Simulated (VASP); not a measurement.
Ce:

```xyz
1
Lattice="0.0000 2.3390 2.3390 2.3390 0.0000 2.3390 2.3390 2.3390 0.0000" Properties=species:S:1:pos:R:3 pbc="T T T"
Ce    0.0000    0.0000    0.0000
```

Base run:

- Program: VASP 6.6.1
- Functional: r2SCAN
- Potentials or basis: VASP PAW PBE potentials, release 64 (Ce)
- Cutoff: 520 eV
- k mesh: 12 × 12 × 12
- Occupations: gaussian, width 0.6 eV
- Spin: no spin polarisation

Its results: band gap on the k mesh zero (bands 6 and 7 overlap by 0.57 eV); pressure 1.7 GPa.

Q: The run is repeated on the same cell with these changes: occupations from gaussian, width 0.6 eV to gaussian, width 0.3 eV. What comes out?

A: Band gap on the k mesh zero (bands 6 and 7 overlap by 0.53 eV); pressure -0.3 GPa.

Caveats: so wide a smearing shifts energies and pressures; the PAW data sets were made with another functional, which shifts forces and pressure a little; spin-orbit coupling is left out, which moves the levels of the heavy elements; semilocal functionals describe open f shells poorly, which spoils levels, moments and volumes.
